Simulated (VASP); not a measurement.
# C (P-1) in VASP: a series of runs, part 2 of 2

VASP 6.6.1.

### 3 Single point, r2SCAN

The input, POSCAR:

```
C
1.0
    1.7834000000     -1.7834000000      0.0000000000
    1.7834000000      0.0000000000     -1.7834000000
    7.3119400000      6.9552600000      7.1336000000
C
12
Direct
    0.6395800000      0.6666666667      0.2708666667
   -0.0104200000      0.0000000000      0.1042000000
    0.2895800000      0.3333333333      0.4375333333
    0.5895800000      0.6666666667      0.7708666667
    0.9395800000      1.0000000000      0.6042000000
    0.2395800000      0.3333333333      0.9375333333
    0.6270800000      0.6666666667      0.3958666667
    0.9770800000      1.0000000000      0.2292000000
    0.2770800000      0.3333333333      0.5625333333
    0.5770800000      0.6666666667      0.8958666667
   -0.0729200000      0.0000000000      0.7292000000
    0.3270800000      0.3333333333      0.0625333333
```

The input, INCAR.step1:

```
SYSTEM = C
  PREC = Accurate
  ENCUT = 520
  ISMEAR = 0
  SIGMA = 0.05
  LREAL = .FALSE.
  LASPH = .TRUE.
  NELM = 80
  NBANDS = 36
  GGA = PE
  ALGO = Normal
  EDIFF = 1E-4
  LWAVE = .TRUE.
  LCHARG = .FALSE.
```

The input, INCAR.step2:

```
SYSTEM = C
  PREC = Accurate
  ENCUT = 520
  EDIFF = 1E-7
  ISMEAR = 0
  SIGMA = 0.05
  LREAL = .FALSE.
  LASPH = .TRUE.
  NELM = 80
  ALGO = Normal
  ISIF = 2
  LWAVE = .FALSE.
  LCHARG = .TRUE.
  METAGGA = R2SCAN
  LMIXTAU = .TRUE.
  LELF = .TRUE.
  LVHAR = .TRUE.
  NBANDS = 36
  ISTART = 1
```

The input, KPOINTS:

```
regular mesh
0
G
  10 10 2
  0 0 0
```

Potentials or basis: VASP PAW PBE potentials, release 64 (C).

Run with:

```bash
> cat potpaw_PBE.64/C/POTCAR > POTCAR
> cp INCAR.step1 INCAR
> mpirun -np 1 vasp_std > vasp.out
> cp INCAR.step2 INCAR
> mpirun -np 1 vasp_std > vasp.out
```

OUTCAR:

```text
SYSTEM = C
   PREC = Accurate
   ENCUT = 520
   EDIFF = 1E-7
   ISMEAR = 0
   LREAL = .FALSE.
   LASPH = .TRUE.
   NELM = 80
   ISIF = 2
   METAGGA = R2SCAN
   ISTART = 1

 ion  position               nearest neighbor table
   1  0.640  0.667  0.271-   7 1.54   8 1.54   8 1.54   8 1.54
   2  0.990  0.000  0.104-   8 1.54  12 1.54  12 1.54  12 1.54
   3  0.290  0.333  0.438-   7 1.54   7 1.54   7 1.54   9 1.54
   4  0.590  0.667  0.771-  10 1.54  11 1.54  11 1.54  11 1.54
   5  0.940  0.000  0.604-  11 1.54   9 1.54   9 1.54   9 1.54
   6  0.240  0.333  0.938-  10 1.54  10 1.54  10 1.54  12 1.56
   7  0.627  0.667  0.396-   3 1.54   3 1.54   3 1.54   1 1.54
   8  0.977  0.000  0.229-   2 1.54   1 1.54   1 1.54   1 1.54
   9  0.277  0.333  0.563-   3 1.54   5 1.54   5 1.54   5 1.54
  10  0.577  0.667  0.896-   6 1.54   6 1.54   6 1.54   4 1.54
  11  0.927  0.000  0.729-   5 1.54   4 1.54   4 1.54   4 1.54
  12  0.327  0.333  0.063-   2 1.54   2 1.54   2 1.54   6 1.56

  LATTYP: Found a base centered monoclinic cell.
 ALAT       =     2.5221084671
 B/A-ratio  =     1.7320508076
 C/A-ratio  =     4.9000000000
 COS(beta)  =    -0.0204081633

  Lattice vectors:

 A1 = (   0.0000000000,   1.7834000000,  -1.7834000000)
 A2 = (  -1.7834000000,   0.0000000000,   1.7834000000)
 A3 = (   7.3119400000,   6.9552600000,   7.1336000000)

Analysis of symmetry for initial positions (statically):
=====================================================================
 Subroutine PRICEL returns:
 Original cell was already a primitive cell.

 Routine SETGRP: Setting up the symmetry group for a
 base centered monoclinic supercell.

 Subroutine GETGRP returns: Found  2 space group operations
 (whereof  1 operations were pure point group operations)
 out of a pool of  4 trial point group operations.

The static configuration has the point symmetry C_1 .
 The point group associated with its full space group is S_2 .

[... 157 lines left out ...]
   LORBIT       =      0    0 simple, 1 ext, 2 COOP (PROOUT), +10 PAW based schemes
   METAGGA = R2SCAN    functional components
   LHFCALC =     F    Hartree Fock is set to
   AEXX    =    0.0000 exact exchange contribution
   IVDW    =     0    specifies the selected vdW correction
   LEPSILON=     F    determine dielectric tensor
   LRPA    =     F    only Hartree local field effects (RPA)
 non-spin polarized calculation
 Gauss-broadening in eV      SIGMA  =   0.05
  energy-cutoff  :      520.00
  volume of cell :       68.07
 maximum number of plane-waves:      1850
   NGX =  9   NGY =  9   NGZ = 45

 number of electron      47.9999995 magnetization

 Free energy of the ion-electron system (eV)
  ---------------------------------------------------
  ext. energy  EPLUGINS =         0.00000000
  ---------------------------------------------------
  free energy    TOTEN  =      -117.66942310 eV

  energy without entropy =     -117.66942310  energy(sigma->0) =     -117.66942310

 E-fermi :  10.2107     XC(G=0): -14.2603

 val. band max:        9.9449900018   @ k =   0.0000   0.0000   0.0000
 cond. band min:      13.7634031537   @ k =   0.4000   0.0000   0.5000
 fundamental gap:      3.8184131519
 Fermi energy:        10.2107423686

 k-point     1 :       0.0000    0.0000    0.0000
  band No.  band energies     occupation
      1     -12.9793      2.00000
      2     -12.1787      2.00000
      3     -12.1773      2.00000
      4      -9.8395      2.00000
      5      -9.8281      2.00000
      6      -7.0365      2.00000
[... 925 lines left out ...]
     35      19.8856      0.00000
     36      20.4532      0.00000

 [... further k-points ...]
[... 5 lines left out ...]
  --------------------------------------------------------------------------------------
  -------------------------------------------------------------------------------------
  Total       -4.2178774      2.6736751     -0.1682446      0.2325951      2.0820437     -1.8075706
  in kB      -99.2834826     62.9349192     -3.9602653      5.4749946     49.0086664    -42.5479189
  external PRESSURE =     -13.4362762 kB  Pullay stress =       0.0000000 kB

 VOLUME and BASIS-vectors are now :
 -----------------------------------------------------------------------------
  energy-cutoff  :      520.00
  volume of cell :       68.07
      direct lattice vectors                 reciprocal lattice vectors
     1.783400000 -1.783400000  0.000000000     0.182236178 -0.378490524  0.182236178
     1.783400000  0.000000000 -1.783400000     0.186908901  0.186908901 -0.373817801
     7.311940000  6.955260000  7.133600000     0.046727225  0.046727225  0.046727225

 POSITION                                       TOTAL-FORCE (eV/Angst)
 -----------------------------------------------------------------------------------
      4.31012      0.74332      0.74332         0.004034     -0.006218      0.000417
      2.52672     -1.04008      0.74332         0.030108     -0.014709      0.089859
      4.31012      2.52672      2.52672         0.002021     -0.002511     -0.000251
      7.87692      4.31012      4.31012         0.145215     -0.168137     -0.024692
      6.09352      2.52672      4.31012         0.015011     -0.016479     -0.001678
      7.87692      6.09352      6.09352         1.371798     -1.394730     -0.001811
      5.20182      1.63502      1.63502        -0.015011      0.016479      0.001678
      3.41842     -0.14838      1.63502        -0.145215      0.168137      0.024692
      5.20182      3.41842      3.41842        -0.002021      0.002511      0.000251
      8.76862      5.20182      5.20182        -0.030108      0.014709     -0.089859
      6.98522      3.41842      5.20182        -0.004034      0.006218     -0.000417
      1.63502     -0.14838     -0.14838        -1.371798      1.394730      0.001811
 -----------------------------------------------------------------------------------
    total drift:                               -0.000002      0.000009     -0.000000

  FREE ENERGIE OF THE ION-ELECTRON SYSTEM (eV)
  ---------------------------------------------------
  free  energy   TOTEN  =      -117.6694231010 eV

  energy  without entropy=     -117.6694231010  energy(sigma->0) =     -117.66942310
```

OUTCAR.step1:

```text
SYSTEM = C
   PREC = Accurate
   ENCUT = 520
   ISMEAR = 0
   LREAL = .FALSE.
   LASPH = .TRUE.
[... 1201 lines left out ...]
      8.76862      5.20182      5.20182        -0.016325      0.007582     -0.081847
      6.98522      3.41842      5.20182        -0.002737      0.005170     -0.000237
      1.63502     -0.14838     -0.14838        -1.304954      1.310713     -0.009005
 -----------------------------------------------------------------------------------
    total drift:                                0.000004     -0.000003      0.000004

  FREE ENERGIE OF THE ION-ELECTRON SYSTEM (eV)
  ---------------------------------------------------
  free  energy   TOTEN  =      -108.8509530670 eV

  energy  without entropy=     -108.8509530670  energy(sigma->0) =     -108.85095307
```

Wall time 19 min (1 thread of Oxide Virtual Turin-like, shared host); peak memory 0.26 GiB.

Results:

| Item | Value |
| --- | --- |
| Free energy | -117.6694 eV |
| Pressure | -1.3 GPa |
| Largest force | 1.956 eV/Å |
| Band gap on the k mesh | 3.82 eV |

Forces on the atoms (eV/Å):
```
C    0.004 -0.006  0.000
C    0.030 -0.015  0.090
C    0.002 -0.003  0.000
C    0.145 -0.168 -0.025
C    0.015 -0.016 -0.002
C    1.372 -1.395 -0.002
C   -0.015  0.016  0.002
C   -0.145  0.168  0.025
C   -0.002  0.003  0.000
C   -0.030  0.015 -0.090
C   -0.004  0.006  0.000
C   -1.372  1.395  0.002
```

Levels at points of the mesh, in eV from the valence-band top:
```
           k point  band 21  band 22  band 23  band 24  band 25  band 26  band 27  band 28
(0.00, 0.00, 0.00)    -1.27    -0.41    -0.25     0.00     5.48     5.62     5.71     6.78
(0.50, 0.00, 0.00)    -4.44    -4.43    -3.27    -2.87     4.13     4.78     5.26     5.30
(0.50, 0.50, 0.00)    -4.46    -4.42    -3.38    -3.17     4.77     5.01     5.31     5.40
(0.00, 0.50, 0.00)    -4.48    -4.41    -3.39    -2.96     4.75     4.81     5.29     5.36
(0.00, 0.00, 0.50)    -0.69    -0.57    -0.56    -0.48     5.87     5.98     6.05     6.22
(0.50, 0.00, 0.50)    -3.86    -3.75    -3.57    -3.29     4.40     4.79     5.29     5.94
(0.50, 0.50, 0.50)    -4.21    -3.94    -3.57    -3.57     4.79     4.86     6.01     6.04
(0.00, 0.50, 0.50)    -4.08    -3.90    -3.56    -3.35     4.78     4.84     5.92     5.99
```

Caveat: the PAW data sets were made with another functional, which shifts forces and pressure a little. A k mesh can miss the band edges.
